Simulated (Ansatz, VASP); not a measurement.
## One calculation of TlBr, two programs

```
Tl Br
1.0
     3.99620    0.00000    0.00000
     0.00000    3.99620    0.00000
     0.00000    0.00000    3.99620
Tl Br
1 1
Direct
  0.00000 0.00000 0.00000
  0.50000 0.50000 0.50000
```

Alike in both runs: functional r2SCAN; k mesh 8 × 8 × 8; occupations gaussian, width 0.02 eV; no spin polarisation.

Ansatz relaxed the structure, and its values are those at the end. VASP's run is a single point on that final structure, the one shown.

|  | VASP | Ansatz |
| --- | --- | --- |
| version | VASP 6.6.1 | Ansatz 0.2.0 |
| potentials or method | VASP PAW PBE potentials, release 64 (Tl_d, Br), cutoff 550 eV | scalar-relativistic, plane waves, PAW |
| valence electrons in the cell | 20 | 20 |

```csv
,VASP,Ansatz,Ansatz less VASP
gap on the k mesh at the Fermi level (eV),2.33,2.33,-0.006
least direct gap on the mesh (eV),2.33,2.33,-0.006
pressure (GPa),0.0,0.0,+0.03
```

VASP's potentials were made for PBE, not for r2SCAN.

Spin-orbit coupling is off throughout.
